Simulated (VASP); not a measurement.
A run of VASP 6.6.1 is set up as follows.

The input INCAR:

```
SYSTEM = Ag
  PREC = Accurate
  ENCUT = 520
  EDIFF = 1E-6
  ISMEAR = -1
  SIGMA = 0.1
  LREAL = .FALSE.
  LASPH = .TRUE.
  NELM = 60
  ALGO = Normal
  ISIF = 2
  LWAVE = .FALSE.
  LCHARG = .FALSE.
  GGA = RP
  NBANDS = 18
```

The input KPOINTS:

```
Automatic mesh
0
G
  14 14 8
  0 0 0
```

The input POSCAR:

```
Ag
1.0
    3.0697117062      0.0000000000      0.0000000000
   -1.5348558531      2.6584483198      0.0000000000
    0.0000000000      0.0000000000      4.9641293206
Ag
2
Direct
    0.3333333333      0.6666666667      0.2500000000
    0.6666666667      0.3333333333      0.7500000000
```

Potentials or basis: VASP PAW PBE potentials, release 64 (Ag).

Launch:

```bash
$ cat potpaw_PBE.64/Ag/POTCAR > POTCAR
$ mpirun -np 1 vasp_std > vasp.out
```

Q: Estimate the band gap on the k mesh.

A: Zero (band 11 reaches 9.73 eV, above the bottom of band 12 at 3.14 eV).

Q: Predict the pressure.

A: -4.6 GPa.

Stress tensor (GPa, compression positive):
```
-4.69  0.00  0.00
 0.00 -4.69  0.00
 0.00  0.00 -4.28
```

Caveat: the PAW data sets were made with another functional, which shifts forces and pressure a little.
